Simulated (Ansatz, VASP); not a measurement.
Two plane-wave programs on As2Se

```
As Se
1.0
    -1.88786    1.88786    4.70987
     1.88786   -1.88786    4.70987
     1.88786    1.88786   -4.70987
As Se
2 1
Direct
  0.72169 0.72169 0.00000
  0.27831 0.27831 0.00000
  0.00000 0.00000 0.00000
```

Alike in both runs: functional PBE; k mesh 18 × 18 × 18; occupations gaussian, width 0.1 eV; no spin polarisation.

Ansatz relaxed the structure, and its values are those at the end. VASP's run is a single point on that final structure, the one shown.

|  | VASP | Ansatz |
| --- | --- | --- |
| version | VASP 6.6.1 | Ansatz 0.2.0 |
| potentials or method | VASP PAW PBE potentials, release 64 (As, Se), cutoff 500 eV | scalar-relativistic, plane waves, PAW |
| valence electrons in the cell | 16 | 46 |

Ansatz gave:

* gap on the k mesh at the Fermi level (eV): none
* pressure (GPa): 0.0
* rms of the force components (eV/Å): 0.004

Question: Which values does VASP return?

Answer: gap on the k mesh at the Fermi level (eV): none; pressure (GPa): 0.1; rms of the force components (eV/Å): 0.010.

A gap of «none» marks a metal or a gap that the smearing closes. VASP's potentials hold 16 valence electrons a cell and Ansatz's 46, so a difference there can come from the potentials and not from the codes.
